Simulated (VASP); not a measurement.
# Ho2O in VASP: notebook, part 2 of 2

VASP 6.6.1. The steps go on from the part before.

**3. Single point, PBE**

This run uses another cell than the first one: it holds 12 atoms, not 6.

The input, INCAR:

```
PREC = Accurate
ENCUT = 600
EDIFF = 1E-6
ISMEAR = 0
SIGMA = 0.2
LREAL = F
LASPH = T
NELM = 200
ALGO = Normal
ISIF = 2
LWAVE = F
LCHARG = F
GGA = PE
NBANDS = 60
GGA_COMPAT = F
LMAXMIX = 6
```

The input, KPOINTS:

```
Automatic mesh
0
Gamma
  6 6 1
```

The input, POSCAR:

```
Ho2O
1.0
    3.7067596975     -0.0001667694     -0.0037976508
   -0.0001826300      3.7053106478      0.0012545835
   -0.0215728492      0.0067665428     20.9357878512
Ho O
8 4
Direct
    0.5040835665      0.0015941973      0.0572075352
    0.4938848247     -0.0027172724      0.5568122880
    0.5043561604     -0.0007689429      0.3069491982
    0.5006312393      0.0011928888      0.8073604200
    0.0035605137      0.5000000847      0.1928495545
   -0.0015551431      0.5010998201      0.6931250435
   -0.0079729604      0.4980075325      0.4425949464
    0.0030984183      0.5017179224      0.9430689716
    0.0033959216     -0.0002754912      0.2500295186
   -0.0001755549      0.0009220672      0.7503059038
    0.5037171293      0.5017785782      0.0001094337
    0.4929758845      0.4974486154      0.4995871864
```

Potentials or basis: VASP PAW PBE potentials, release 64 (Ho_3, O), 4f in core.

Command:

```
> cat potpaw_PBE.64/Ho_3/POTCAR potpaw_PBE.64/O/POTCAR > POTCAR
> mpirun -np 1 vasp_std > vasp.out
```

OUTCAR:

```text
PREC = Accurate
   ENCUT = 600
   EDIFF = 1E-6
   ISMEAR = 0
   LREAL = F
   LASPH = T
   NELM = 200
   ISIF = 2
   GGA = PE

 ion  position               nearest neighbor table
   1  0.504  0.002  0.057-  11 2.20  11 2.20   8 3.55   8 3.55   8 3.55   8 3.55
   2  0.494  0.997  0.557-  12 2.21  12 2.21   7 3.55   7 3.55   7 3.55   7 3.55
   3  0.504  0.999  0.307-   9 2.20   9 2.20   5 3.54   5 3.55   5 3.55   5 3.55
   4  0.501  0.001  0.807-  10 2.20  10 2.21   6 3.55   6 3.55   6 3.55   6 3.55
   5  0.004  0.500  0.193-   9 2.21   9 2.21   3 3.54   3 3.55   3 3.55   3 3.55
   6  0.998  0.501  0.693-  10 2.21  10 2.21   4 3.55   4 3.55   4 3.55   4 3.55
   7  0.992  0.498  0.443-  12 2.20  12 2.21   2 3.55   2 3.55   2 3.55   2 3.55
   8  0.003  0.502  0.943-  11 2.20  11 2.20   1 3.55   1 3.55   1 3.55   1 3.55
   9  0.003  1.000  0.250-   3 2.20   3 2.20   5 2.21   5 2.21
  10  1.000  0.001  0.750-   4 2.20   4 2.21   6 2.21   6 2.21
  11  0.504  0.502  0.000-   8 2.20   1 2.20   1 2.20   8 2.20
  12  0.493  0.497  0.500-   7 2.20   7 2.21   2 2.21   2 2.21

  LATTYP: Found a triclinic cell.
 ALAT       =    20.9358000593
 B/A-ratio  =     0.1770537374
 C/A-ratio  =     0.1769844407
 COS(alpha) =     0.0000946262
 COS(beta)  =     0.0006618456
 COS(gamma) =     0.0020549619

  Lattice vectors:

 A1 = (   0.0215728492,  -0.0067665428, -20.9357878512)
 A2 = (   3.7067596975,  -0.0001667694,  -0.0037976508)
 A3 = (   0.0001826300,  -3.7053106478,  -0.0012545835)

Analysis of symmetry for initial positions (statically):
=====================================================================
 Subroutine PRICEL returns:
 Original cell was already a primitive cell.

 Routine SETGRP: Setting up the symmetry group for a
 triclinic supercell.

 Subroutine GETGRP returns: Found  1 space group operations
 (whereof  1 operations were pure point group operations)
 out of a pool of  2 trial point group operations.

[... 157 lines left out ...]
   IVDW    =     0    specifies the selected vdW correction
   LEPSILON=     F    determine dielectric tensor
   LRPA    =     F    only Hartree local field effects (RPA)
 non-spin polarized calculation
 Gauss-broadening in eV      SIGMA  =   0.20
  energy-cutoff  :      600.00
  volume of cell :      287.55
 maximum number of plane-waves:      9659
 NGX is ok and might be reduce to    30

 number of electron      95.9999995 magnetization

 Free energy of the ion-electron system (eV)
  ---------------------------------------------------
  ext. energy  EPLUGINS =         0.00000000
  ---------------------------------------------------
  free energy    TOTEN  =       -79.02638023 eV

  energy without entropy =      -78.83802567  energy(sigma->0) =      -78.93220295

 E-fermi :   3.2792     XC(G=0):  -9.7502

 val. band max:        3.2525500713   @ k =  -0.0000   0.3333   0.0000
 cond. band min:       3.2957206329   @ k =   0.1667   0.3333   0.0000
 fundamental gap:      0.0431705616
 Fermi energy:         3.2792439476

 k-point     1 :       0.0000    0.0000    0.0000
  band No.  band energies     occupation
      1     -21.5448      2.00000
      2     -21.5006      2.00000
      3     -21.5004      2.00000
      4     -21.4461      2.00000
      5     -21.0207      2.00000
      6     -21.0155      2.00000
[... 1249 lines left out ...]
     59       4.3416      0.00000
     60       4.3423      0.00000

------------------------ aborting loop because EDIFF is reached ----------------------------------------

  FORCE on cell =-STRESS in cart. coord.  units (eV):
  Direction    XX          YY          ZZ          XY          YZ          ZX
  --------------------------------------------------------------------------------------
  -------------------------------------------------------------------------------------
  Total        1.8608483      1.8176607      1.3846667     -0.0126054     -0.0124955      0.0280484
  in kB       10.3684468     10.1278099      7.7152138     -0.0702359     -0.0696235      0.1562824
  external PRESSURE =       9.4038235 kB  Pullay stress =       0.0000000 kB

 VOLUME and BASIS-vectors are now :
 -----------------------------------------------------------------------------
  energy-cutoff  :      600.00
  volume of cell :      287.55
      direct lattice vectors                 reciprocal lattice vectors
     3.706759697 -0.000166769 -0.003797651     0.269777687  0.000013203  0.000277983
    -0.000182630  3.705310648  0.001254584     0.000012053  0.269882935 -0.000087215
    -0.021572849  0.006766543 20.935787851     0.000048936 -0.000016170  0.047765156

 POSITION                                       TOTAL-FORCE (eV/Angst)
 -----------------------------------------------------------------------------------
      1.86728      0.00621      1.19577        -0.005223     -0.003085      0.130810
      1.81852      3.69893     11.65668         0.009952      0.002250      0.139065
      1.86272      3.70445      6.42556        -0.007873      0.000612      0.131168
      1.83830      0.00980     16.90083        -0.006523     -0.001816      0.124306
      0.00895      1.85396      4.03807         0.000088     -0.002539     -0.130095
      3.68595      1.86125     14.50796        -0.004322      0.002471     -0.139198
      3.66757      1.84810      9.26293         0.013476     -0.000236     -0.122148
     -0.00895      1.86540     19.74451        -0.003948     -0.000958     -0.128984
      0.00701      3.70598      5.23581         0.004410      0.000382     -0.010239
      3.68992      0.00833     15.70445         0.000386     -0.000270     -0.009009
      1.86706      1.85916      0.00101        -0.000005     -0.000767     -0.002696
      1.81647      1.84650     10.45800        -0.000416      0.003956      0.017021
 -----------------------------------------------------------------------------------
    total drift:                                0.000070     -0.000074      0.000360

  FREE ENERGIE OF THE ION-ELECTRON SYSTEM (eV)
  ---------------------------------------------------
  free  energy   TOTEN  =       -79.0263802317 eV

  energy  without entropy=      -78.8380256701  energy(sigma->0) =      -78.93220295
```

OSZICAR:

```text
N       E                     dE             d eps       ncg     rms          rms(c)
DAV:   1     0.143415429297E+04    0.14342E+04   -0.38724E+04  2552   0.169E+03
DAV:   2     0.212664778580E+03   -0.12215E+04   -0.11890E+04  3416   0.886E+02
[... 14 lines left out ...]
DAV:  17    -0.790263892804E+02    0.20284E-03   -0.15307E-03  3608   0.181E-01    0.798E-02
DAV:  18    -0.790264030194E+02   -0.13739E-04   -0.34921E-04  4264   0.962E-02    0.594E-02
DAV:  19    -0.790263958183E+02    0.72012E-05   -0.10408E-04  4064   0.581E-02    0.509E-02
DAV:  20    -0.790263827864E+02    0.13032E-04   -0.42987E-05  3792   0.363E-02    0.249E-02
DAV:  21    -0.790263815957E+02    0.11907E-05   -0.16424E-05  2680   0.218E-02    0.179E-02
DAV:  22    -0.790263800234E+02    0.15723E-05   -0.10210E-05  2036   0.197E-02    0.659E-03
DAV:  23    -0.790263802317E+02   -0.20829E-06   -0.17478E-06  1888   0.114E-02
   1 F= -.79026380E+02 E0= -.78932203E+02  d E =-.188355E+00
```

stdout:

```text
POSCAR found type information on POSCAR HoO
 POSCAR found :  2 types and      12 ions
 scaLAPACK will be used
 LDA part: xc-table for (Slater+PW92), standard interpolation
 POSCAR, INCAR and KPOINTS ok, starting setup
 FFT: planning ... GRIDC
 FFT: planning ... GRID_SOFT
 FFT: planning ... GRID
 WAVECAR not read
 entering main loop
```

Wall time 9.6 min (1 thread of Intel Xeon 6975P-C (Granite Rapids), shared host); peak memory 0.57 GiB.

What came out:

```yaml
Free_energy: -79.0264 eV
Pressure: 0.9 GPa
Largest_force: 0.139 eV/Å
Band_gap_on_the_k_mesh: zero (bands 48 and 49 overlap by 0.11 eV)
```

Forces in eV/Å, atoms in the order of the input:
```
Ho  -0.005 -0.003  0.131
Ho   0.010  0.002  0.139
Ho  -0.008  0.001  0.131
Ho  -0.007 -0.002  0.124
Ho   0.000 -0.003 -0.130
Ho  -0.004  0.002 -0.139
Ho   0.013  0.000 -0.122
Ho  -0.004 -0.001 -0.129
O    0.004  0.000 -0.010
O    0.000  0.000 -0.009
O    0.000 -0.001 -0.003
O    0.000  0.004  0.017
```

Levels at points of the mesh, in eV from the Fermi level:
| k point | band 46 | band 47 | band 48 | band 49 | band 50 | band 51 |
| --- | --- | --- | --- | --- | --- | --- |
| (0.00, 0.00, 0.00) | -1.13 | -1.13 | -0.82 | 0.65 | 0.66 | 0.70 |
| (0.50, 0.00, 0.00) | -0.83 | -0.70 | -0.70 | 0.28 | 0.33 | 0.44 |
| (0.00, 0.50, 0.00) | -0.83 | -0.70 | -0.70 | 0.30 | 0.31 | 0.45 |
| (0.50, 0.50, 0.00) | -0.04 | 0.07 | 0.07 | 0.08 | 0.08 | 0.23 |

Caveat: spin-orbit coupling is left out, which moves the levels of the heavy elements; the 4f electrons are frozen in the core, so they carry no moment and show no levels; the run has no spin polarisation, though such a crystal can be magnetic. With open d or f shells a metallic result of PBE can be an artefact of self-interaction; +U or a hybrid may open a gap.

**4. Relaxation of shape and atoms at fixed volume, PBE (23.24 Å³/atom)**

This run uses another cell than the first one, of 23.24 Å³/atom.

The input, INCAR:

```
SYSTEM = Ho2O
ALGO = Normal ; EDIFF = 1E-7
EDIFFG = -0.01 ; ENCUT = 600
GGA = PE ; GGA_COMPAT = .FALSE.
IBRION = 2 ; ISIF = 4
ISMEAR = 0 ; LASPH = .TRUE.
LCHARG = .FALSE. ; LMAXMIX = 6
LREAL = .FALSE. ; LWAVE = .FALSE.
NELM = 200 ; NELMIN = 4
NSW = 50 ; PREC = Accurate
SIGMA = 0.1
```

The input, KPOINTS:

```
k-points
0
G
  8 8 4
  0 0 0
```

The input, POSCAR:

```
Ho2O
1.0
    3.6722893572      0.0000000000      0.0000000000
    0.0000000000      3.6722893572      0.0000000000
    0.0000000000      0.0000000000     10.3401899935
Ho O
4 2
Direct
    0.5000000000      0.0000000000      0.1142347172
    0.5000000000      0.0000000000      0.6142347172
    0.0000000000      0.5000000000      0.3857652828
    0.0000000000      0.5000000000      0.8857652828
    0.0000000000      0.0000000000      0.5000000000
    0.5000000000      0.5000000000      0.0000000000
```

Command:

```
> cat potpaw_PBE.64/Ho_3/POTCAR potpaw_PBE.64/O/POTCAR > POTCAR
> mpirun -np 1 vasp_std > vasp.out
```

Run time: 8.5 min. Hardware: 1 thread of Intel Xeon 6975P-C (Granite Rapids), shared host; peak memory 0.39 GiB.

The run converged. Its results:

```
Free energy                  : -39.4655 eV
Energy gained by relaxing    : 3.5 meV/atom
Ionic steps                  : 6
Pressure after relaxing      : 2.5 GPa
Largest force after relaxing : 0.008 eV/Å
Band gap on the k mesh       : zero (bands 24 and 25 overlap by 0.17 eV)
```

Forces on the atoms (eV/Å):
```
Ho   0.000  0.000 -0.008
Ho   0.000  0.000 -0.008
Ho   0.000  0.000  0.008
Ho   0.000  0.000  0.008
O    0.000  0.000  0.000
O    0.000  0.000  0.000
```

The path:
| step | energy change (eV) | largest force (eV/Å) | pressure (GPa) | volume (Å³) |
| --- | --- | --- | --- | --- |
| 1 | 0.0000 | 0.3689 | 3.48 | 139.44 |
| 2 | -0.0181 | 0.1299 | 2.83 | 139.44 |
| 3 | -0.0206 | 0.0069 | 2.52 | 139.44 |
| 4 | -0.0206 | 0.0002 | 2.50 | 139.44 |
| 5 | -0.0208 | 0.0019 | 2.49 | 139.44 |
| 6 | -0.0208 | 0.0081 | 2.49 | 139.44 |

Final structure:
```yaml
crystal:
  lattice:
    - [3.66944, 0.00000, 0.00000]
    - [0.00000, 3.66944, 0.00000]
    - [0.00000, 0.00000, 10.35623]
  atoms:
    - { symbol: Ho, position: [0.50000, 0.00000, 0.11709] }
    - { symbol: Ho, position: [0.50000, 0.00000, 0.61709] }
    - { symbol: Ho, position: [0.00000, 0.50000, 0.38291] }
    - { symbol: Ho, position: [0.00000, 0.50000, 0.88291] }
    - { symbol: O, position: [0.00000, 0.00000, 0.50000] }
    - { symbol: O, position: [0.50000, 0.50000, 0.00000] }
```

Levels at points of the mesh, in eV from the Fermi level:
| k point | band 21 | band 22 | band 23 | band 24 | band 25 | band 26 | band 27 | band 28 |
| --- | --- | --- | --- | --- | --- | --- | --- | --- |
| (0.00, 0.00, 0.00) | -4.01 | -2.27 | -2.14 | -0.88 | 0.81 | 1.21 | 1.34 | 2.77 |
| (0.50, 0.00, 0.00) | -1.54 | -1.54 | -0.78 | -0.78 | 0.56 | 0.56 | 1.84 | 1.84 |
| (0.50, 0.50, 0.00) | -0.63 | -0.63 | 0.00 | 0.00 | 0.20 | 0.20 | 0.30 | 0.30 |
| (0.00, 0.00, 0.50) | -3.45 | -3.45 | -1.14 | -1.14 | 0.70 | 0.70 | 2.49 | 2.49 |
| (0.50, 0.00, 0.50) | -1.58 | -1.58 | -0.65 | -0.65 | 0.41 | 0.41 | 1.77 | 1.77 |
| (0.50, 0.50, 0.50) | -0.64 | -0.64 | 0.09 | 0.09 | 0.09 | 0.09 | 0.31 | 0.31 |

Caveat: spin-orbit coupling is left out, which moves the levels of the heavy elements; the 4f electrons are frozen in the core, so they carry no moment and show no levels; the run has no spin polarisation, though such a crystal can be magnetic.

**5. Overview**

| task | cell | k mesh | smearing | gap on the mesh (eV) | pressure (GPa) | largest force (eV/Å) |
| --- | --- | --- | --- | --- | --- | --- |
| single point | a = 3.716, b = 3.716, c = 10.496 Å, 6 atoms, atomic positions A | 4 × 4 × 2 | gaussian 0.2 eV | none | 0.9 | 0.14 |
| single point | a = 3.707, b = 3.705, c = 20.936 Å, angles 90.0, 90.1, 90.0°, 12 atoms, atomic positions B | 6 × 6 × 1 | gaussian 0.2 eV | none | 0.9 | 0.14 |
| relaxation of shape and atoms at fixed volume | relaxed from a = 3.672, b = 3.672, c = 10.340 Å, 6 atoms, atomic positions A | 8 × 8 × 4 | gaussian 0.1 eV | none | 2.5 | 0.01 |

Alike in all rows: level PBE; potentials or basis VASP PAW PBE potentials, release 64 (Ho_3, O), 4f in core; no spin polarisation; cutoff (eV) 600.

Caveats: some runs use coarse meshes; spin-orbit coupling is left out, which moves the levels of the heavy elements; the 4f electrons are frozen in the core, so they carry no moment and show no levels; the run has no spin polarisation, though such a crystal can be magnetic.

Absolute energies hang on the potentials; compare differences alone.
